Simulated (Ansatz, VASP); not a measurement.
# AsO: VASP beside Ansatz

```
As O
1.0
     5.36648    0.00000    0.00000
     0.00000    4.71957    0.00000
     0.00000    0.00000    5.88802
As O
4 4
Direct
  0.20357 0.24781 0.25000
  0.79643 0.75219 0.75000
  0.20357 0.25219 0.75000
  0.79643 0.74781 0.25000
  0.88145 0.12143 0.25000
  0.11855 0.87857 0.75000
  0.88145 0.37857 0.75000
  0.11855 0.62143 0.25000
```

Alike in both runs: functional PBE; k mesh 4 × 4 × 4; occupations gaussian, width 0.1 eV; no spin polarisation.

Ansatz relaxed the structure, and its values are those at the end. VASP's run is a single point on that final structure, the one shown.

|  | VASP | Ansatz |
| --- | --- | --- |
| version | VASP 6.6.1 | Ansatz 0.2.0 |
| potentials or method | VASP PAW PBE potentials, release 64 (As, O), cutoff 520 eV | scalar-relativistic, plane waves, PAW |
| valence electrons in the cell | 44 | 84 |

|  | VASP | Ansatz | Ansatz less VASP |
| --- | --- | --- | --- |
| gap on the k mesh at the Fermi level (eV) | none | none | - |
| pressure (GPa) | 0.9 | 0.2 | -0.69 |
| rms of the force components (eV/Å) | 0.117 | 0.017 | -0.1001 |

A gap of «none» marks a metal or a gap that the smearing closes. The functional is the same, so the differences come from potentials, cutoffs and numerics. VASP's potentials hold 44 valence electrons a cell and Ansatz's 84, so a difference there can come from the potentials and not from the codes.
